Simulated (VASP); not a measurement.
# Al2Pt (Fm-3m) in VASP: notebook, part 2 of 3

VASP 6.6.1. Earlier steps stand in the parts before.

**3. Single point, PBEsol+D3(BJ)**

This run uses another cell than the first one, of 16.63 Å³/atom, 0.967 times its volume.

INCAR reads:

```
PREC = Accurate
ENCUT = 520
EDIFF = 1E-7
ISMEAR = -1
SIGMA = 0.05
LREAL = False
LASPH = True
NELM = 60
ALGO = Normal
ISIF = 2
LWAVE = False
LCHARG = False
GGA = PS
IVDW = 12
NBANDS = 15
```

KPOINTS reads:

```
Automatic mesh
0
Gamma
  8 8 8
```

POSCAR reads:

```
Al2Pt
1.0
    0.0000000000      2.9216834795      2.9216834795
    2.9216834795      0.0000000000      2.9216834795
    2.9216834795      2.9216834795      0.0000000000
Pt Al
1 2
Direct
    0.0000000000      0.0000000000      0.0000000000
    0.7500000000      0.7500000000      0.7500000000
    0.2500000000      0.2500000000      0.2500000000
```

Potentials or basis: VASP PAW PBE potentials, release 64 (Pt, Al).

Run with:

```console
$ cat potpaw_PBE.64/Pt/POTCAR potpaw_PBE.64/Al/POTCAR > POTCAR
$ mpirun -np 1 vasp_std > vasp.out
```

OUTCAR:

```text
PREC = Accurate
   ENCUT = 520
   EDIFF = 1E-7
   ISMEAR = -1
   LREAL = False
   LASPH = True
   NELM = 60
   ISIF = 2
   GGA = PS
   IVDW = 12
 IVDW          = 12

 ion  position               nearest neighbor table
   1  0.000  0.000  0.000-   2 2.53   2 2.53   2 2.53   3 2.53   3 2.53   3 2.53   3 2.53   2 2.53

   2  0.750  0.750  0.750-   1 2.53   1 2.53   1 2.53   1 2.53   3 2.92   3 2.92   3 2.92   3 2.92
                             3 2.92   3 2.92
   3  0.250  0.250  0.250-   1 2.53   1 2.53   1 2.53   1 2.53   2 2.92   2 2.92   2 2.92   2 2.92
                             2 2.92   2 2.92

  LATTYP: Found a face centered cubic cell.
 ALAT       =     5.8433669590

  Lattice vectors:

 A1 = (   0.0000000000,   2.9216834795,   2.9216834795)
 A2 = (   2.9216834795,   0.0000000000,   2.9216834795)
 A3 = (   2.9216834795,   2.9216834795,   0.0000000000)

Analysis of symmetry for initial positions (statically):
=====================================================================
 Subroutine PRICEL returns:
 Original cell was already a primitive cell.

 Routine SETGRP: Setting up the symmetry group for a
 face centered cubic supercell.

 Subroutine GETGRP returns: Found 48 space group operations
 (whereof 48 operations were pure point group operations)
 out of a pool of 48 trial point group operations.

The static configuration has the point symmetry O_h .

Analysis of symmetry for dynamics (positions and initial velocities):
=====================================================================
 Subroutine PRICEL returns:
 Original cell was already a primitive cell.

 Routine SETGRP: Setting up the symmetry group for a
 face centered cubic supercell.

 Subroutine GETGRP returns: Found 48 space group operations
 (whereof 48 operations were pure point group operations)
 out of a pool of 48 trial point group operations.

The dynamic configuration has the point symmetry O_h .

 Subroutine INISYM returns: Found 48 space group operations
 (whereof 48 operations are pure point group operations),
 and found     1 'primitive' translations

----------------------------------------------------------------------------------------

                                     Primitive cell

  volume of cell :      49.8803

  direct lattice vectors                    reciprocal lattice vectors
     0.000000000  2.921683479  2.921683479    -0.171134212  0.171134212  0.171134212
     2.921683479  0.000000000  2.921683479     0.171134212 -0.171134212  0.171134212
     2.921683479  2.921683479  0.000000000     0.171134212  0.171134212 -0.171134212

  length of vectors
     4.131884402  4.131884402  4.131884402     0.296413150  0.296413150  0.296413150

  position of ions in fractional coordinates (direct lattice)
     0.000000000  0.000000000  0.000000000
     0.750000000  0.750000000  0.750000000
     0.250000000  0.250000000  0.250000000

  ion indices of the primitive-cell ions
   primitive index   ion index
                 1           1
                 2           2
                 3           3

----------------------------------------------------------------------------------------

 KPOINTS: Automatic mesh

Automatic generation of k-mesh.
 Grid dimensions read from file:
 generate k-points for:    8    8    8

[... 46 lines left out ...]
   number of dos      NEDOS =    301   number of ions     NIONS =      3
   total plane-waves  NPLWV =  32768
   dimension x,y,z NGX =    32 NGY =   32 NGZ =   32
   dimension x,y,z NGXF=    64 NGYF=   64 NGZF=   64
   ions per type =               1   2
   NGX,Y,Z   is equivalent  to a cutoff of  12.88, 12.88, 12.88 a.u.
   NGXF,Y,Z  is equivalent  to a cutoff of  25.75, 25.75, 25.75 a.u.
 SYSTEM =  unknown system
   PREC   = accura    normal or accurate (medium, high low for compatibility)
   ISTART =      0    job   : 0-new  1-cont  2-samecut
   ICHARG =      2    charge: 1-file 2-atom 10-const
   ISPIN  =      1    spin polarized calculation?
   LNONCOLLINEAR =      F non collinear calculations
   LSORBIT =      F    spin-orbit coupling
   LASPH  =      T    aspherical Exc in radial PAW
   ENCUT  =  520.0 eV  38.22 Ry    6.18 a.u.   7.68  7.68  7.68*2*pi/ulx,y,z
   NELM   =     60;   NELMIN=  2; NELMDL= -5     # of ELM steps
   EDIFF  = 0.1E-06   stopping-criterion for ELM
   LREAL  =      F    real-space projection
   EDIFFG = 0.1E-05   stopping-criterion for IOM
   NSW    =      0    number of steps for IOM
   IBRION =     -1    ionic relax: 0-MD 1-quasi-New 2-CG
   NFREE  =      0    steps in history (QN), initial steepest desc. (CG)
   ISIF   =      2    stress and relaxation
   ISYM   =      2    0-nonsym 1-usesym 2-fastsym
   POTIM  = 0.5000    time-step for ionic-motion
   TEBEG  =    0.0;   TEEND  =   0.0 temperature during run
   PSTRESS=    0.0 pullay stress
   NELECT =      16.0000    total number of electrons
   NUPDOWN=      -1.0000    fix difference up-down
   EMIN   =  10.00;   EMAX   =-10.00  energy-range for DOS
   EFERMI =   0.00;   METHOD = LEGACY
   ISMEAR =    -1;   SIGMA  =   0.05  broadening in eV -4-tet -1-fermi 0-gaus
   EFERMI_NEDOS =   21; number of points for ismear=-14 and -15
   IALGO  =     38    algorithm
   IMIX   =      4    mixing-type and parameters
     AMIX     =   0.40;   BMIX     =  1.00
     AMIX_MAG =   1.60;   BMIX_MAG =  1.00
  volume/ion in A,a.u.               =      16.63       112.20
  Fermi-wavevector in a.u.,A,eV,Ry     =   1.120654  2.117730 17.087095  1.255866
  Thomas-Fermi vector in A             =   2.257302
   LORBIT       =      0    0 simple, 1 ext, 2 COOP (PROOUT), +10 PAW based schemes
   GGA     = PS    functional components
   LHFCALC =     F    Hartree Fock is set to
   AEXX    =    0.0000 exact exchange contribution
   IVDW    =    12    specifies the selected vdW correction
   LEPSILON=     F    determine dielectric tensor
   LRPA    =     F    only Hartree local field effects (RPA)
 non-spin polarized calculation
  energy-cutoff  :      520.00
  volume of cell :       49.88
 maximum number of plane-waves:      1363
   NGX = 15   NGY = 15   NGZ = 15

 number of electron      15.9999999 magnetization

 Free energy of the ion-electron system (eV)
  ---------------------------------------------------
  ext. energy  EPLUGINS =         0.00000000
  ---------------------------------------------------
  free energy    TOTEN  =       -17.73953709 eV

  energy without entropy =      -17.72752516  energy(sigma->0) =      -17.73353112

 E-fermi :   8.1678     XC(G=0): -10.9622

 val. band max:        8.1063591374   @ k =   0.3750   0.2500   0.0000
 cond. band min:       8.2004996391   @ k =  -0.3750   0.1250   0.0000
 fundamental gap:      0.0941405017
 Fermi energy:         8.1677792822

 k-point     1 :       0.0000    0.0000    0.0000
  band No.  band energies     occupation
      1      -2.2832      2.00000
      2       2.9586      2.00000
      3       2.9586      2.00000
      4       2.9586      2.00000
      5       4.3551      2.00000
      6       4.3551      2.00000
      7      11.4451      0.00000
      8      12.0158      0.00000
      9      12.0158      0.00000
     10      12.0158      0.00000
     11      13.8196      0.00000
     12      13.8196      0.00000
     13      13.8196      0.00000
     14      14.6500      0.00000
[... 401 lines left out ...]
      2       1.9786      2.00000
      3       3.1072      2.00000
      4       3.6308      2.00000
      5       3.9111      2.00000
      6       4.5729      2.00000
      7       4.8572      2.00000
      8       7.2147      2.00000
      9       8.3165      0.09714
     10      12.1231      0.00000
     11      13.5771      0.00000
     12      15.1739      0.00000
     13      15.5939      0.00000
     14      16.7309      0.00000
     15      17.4313      0.00000

 [... further k-points ...]

------------------------ aborting loop because EDIFF is reached ----------------------------------------

 Edisp (eV)   -1.25451

 E8    (eV) :    -0.8502

  FORCE on cell =-STRESS in cart. coord.  units (eV):
  Direction    XX          YY          ZZ          XY          YZ          ZX
  --------------------------------------------------------------------------------------
  -------------------------------------------------------------------------------------
  Total      -0.01574    -0.01574    -0.01574    -0.00000     0.00000     0.00000
  in kB      -0.50546    -0.50546    -0.50546    -0.00000     0.00000     0.00000
  external pressure =       -0.51 kB  Pullay stress =        0.00 kB

 VOLUME and BASIS-vectors are now :
 -----------------------------------------------------------------------------
  energy-cutoff  :      520.00
  volume of cell :       49.88
      direct lattice vectors                 reciprocal lattice vectors
     0.000000000  2.921683479  2.921683479    -0.171134212  0.171134212  0.171134212
     2.921683479  0.000000000  2.921683479     0.171134212 -0.171134212  0.171134212
     2.921683479  2.921683479  0.000000000     0.171134212  0.171134212 -0.171134212

 POSITION                                       TOTAL-FORCE (eV/Angst)
 -----------------------------------------------------------------------------------
      0.00000      0.00000      0.00000        -0.000000     -0.000000     -0.000000
      4.38253      4.38253      4.38253        -0.000000     -0.000000     -0.000000
      1.46084      1.46084      1.46084         0.000000      0.000000      0.000000
 -----------------------------------------------------------------------------------
    total drift:                                0.000000     -0.000000      0.000000

  FREE ENERGIE OF THE ION-ELECTRON SYSTEM (eV)
  ---------------------------------------------------
  free  energy   TOTEN  =       -18.9940485724 eV

  energy  without entropy=      -18.9820366403  energy(sigma->0) =      -18.98804261
```

stdout:

```text
POSCAR found type information on POSCAR PtAl
 POSCAR found :  2 types and       3 ions
 scaLAPACK will be used
 -----------------------------------------------------------------------------
|                                                                             |
|                                                                             |
|     You enforced a specific xc type in the INCAR file but a different       |
|     I HOPE YOU KNOW WHAT YOU ARE DOING!                                     |
|                                                                             |
 -----------------------------------------------------------------------------

 LDA part: xc-table for (Slater+PW92), standard interpolation
 POSCAR, INCAR and KPOINTS ok, starting setup
 FFT: planning ... GRIDC
 FFT: planning ... GRID_SOFT
 FFT: planning ... GRID
 WAVECAR not read
 entering main loop
```

It took 25 s on 1 thread of Intel Xeon 6975P-C, shared host; peak memory 0.19 GiB.

Results:

| Quantity | Value |
| --- | --- |
| Free energy | -18.9940 eV |
| Pressure | -0.1 GPa |
| Band gap on the k mesh | zero (band 8 reaches 12.02 eV, above the bottom of band 9 at 6.53 eV) |
| Dispersion energy per atom | -0.418 eV |

Caveat: the PAW data sets were made with another functional, which shifts forces and pressure a little; spin-orbit coupling is left out, which moves the levels of the heavy elements; pairwise dispersion overbinds metals, which lowers pressure and volume.

**4. Single point, PBEsol+D3(BJ)**

This run uses another cell than the first one, of 16.70 Å³/atom, 0.971 times its volume.

INCAR reads:

```
PREC = Accurate
ENCUT = 520
EDIFF = 1E-6
ISMEAR = -1
SIGMA = 0.05
LREAL = F
LASPH = T
NELM = 60
ALGO = Normal
ISIF = 2
LWAVE = F
LCHARG = T
GGA = PS
IVDW = 12
LELF = T
LVHAR = T
NBANDS = 15
```

KPOINTS is that of step 3.

POSCAR reads:

```
Al2Pt
1.0
    0.0000000000      2.9261008792      2.9261008792
    2.9261008792      0.0000000000      2.9261008792
    2.9261008792      2.9261008792      0.0000000000
Pt Al
1 2
Direct
    0.0000000000      0.0000000000      0.0000000000
    0.7500000000      0.7500000000      0.7500000000
    0.2500000000      0.2500000000      0.2500000000
```

Run with:

```console
$ cat potpaw_PBE.64/Pt/POTCAR potpaw_PBE.64/Al/POTCAR > POTCAR
$ mpirun -np 1 vasp_std > vasp.out
```

It took 28 s on 1 thread of Intel Xeon 6975P-C, shared host; peak memory 0.19 GiB.

The run converged. Its results:

```yaml
Free_energy: -18.9936 eV
Pressure: -0.7 GPa
Band_gap_on_the_k_mesh: zero (band 8 reaches 11.96 eV, above the bottom of band 9 at 6.48 eV)
Dispersion_energy_per_atom: -0.416 eV
```

Levels at points of the mesh, in eV from the Fermi level:
```tsv
k point	band 4	band 5	band 6	band 7	band 8	band 9	band 10	band 11	band 12	band 13
(0.00, 0.00, 0.00)	-5.18	-3.79	-3.79	3.24	3.85	3.85	3.85	5.63	5.63	5.63
(0.50, 0.00, 0.00)	-4.86	-3.79	-3.56	-3.56	1.05	1.05	3.82	5.31	5.31	5.69
(0.50, 0.50, 0.00)	-3.87	-3.87	-3.49	-3.27	-1.63	-1.63	3.40	3.40	8.12	11.06
```

Caveat: three body term missing; the PAW data sets were made with another functional, which shifts forces and pressure a little; spin-orbit coupling is left out, which moves the levels of the heavy elements; pairwise dispersion overbinds metals, which lowers pressure and volume.

(Part 2 of 3 ends here.)
